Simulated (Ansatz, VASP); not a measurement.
# ZrB in VASP and in Ansatz

File INCAR:

```
PREC = Accurate ; ENCUT = 500
EDIFF = 1E-6 ; ISMEAR = 1
SIGMA = 0.3 ; LREAL = F
LASPH = T ; NELM = 120
ALGO = Normal ; ISIF = 2
LWAVE = F ; LCHARG = T
GGA = PE ; IVDW = 12
LELF = T ; LVHAR = T
NBANDS = 14 ; GGA_COMPAT = F
```

File KPOINTS:

```
Automatic mesh
0
Gamma
  7 7 7
```

POSCAR

```
ZrB
1.0
    0.0000000000      2.4563210000      2.4563210000
    2.4563210000      0.0000000000      2.4563210000
    2.4563210000      2.4563210000      0.0000000000
Zr B
1 1
Direct
    0.5000000000      0.5000000000      0.5000000000
    0.0000000000      0.0000000000      0.0000000000
```

Input for Ansatz:

```yaml
crystal:
  lattice:
    - [0.0, 2.456321, 2.456321]
    - [2.456321, 0.0, 2.456321]
    - [2.456321, 2.456321, 0.0]
  atoms:
    - { symbol: Zr, position: [0.5, 0.5, 0.5] }
    - { symbol: B, position: [0.0, 0.0, 0.0] }
basis:
  ecutwfc: 450.0
kpoints:
  mp_grid:
    grid: [7, 7, 7]
hamiltonian:
  xc: pbe
  dispersion: d3bj
scf:
  occupations:
    method: cold
    width: 0.3
output:
  forces: true
  stress: true
```

Alike in both runs: task single point; functional PBE; dispersion D3(BJ); k mesh 7 × 7 × 7; no spin polarisation.

|  | VASP | Ansatz |
| --- | --- | --- |
| version | VASP 6.6.1 | Ansatz 0.2.0 |
| potentials or method | VASP PAW PBE potentials, release 64 (Zr_sv, B), cutoff 500 eV | plane waves, PAW |
| occupations | methfessel-paxton of order 1, width 0.3 eV | cold, width 0.3 eV |
| valence electrons in the cell | 15 | 15 |

```tsv
	VASP	Ansatz	Ansatz less VASP
pressure (GPa)	-4.9	-5.1	-0.19
```
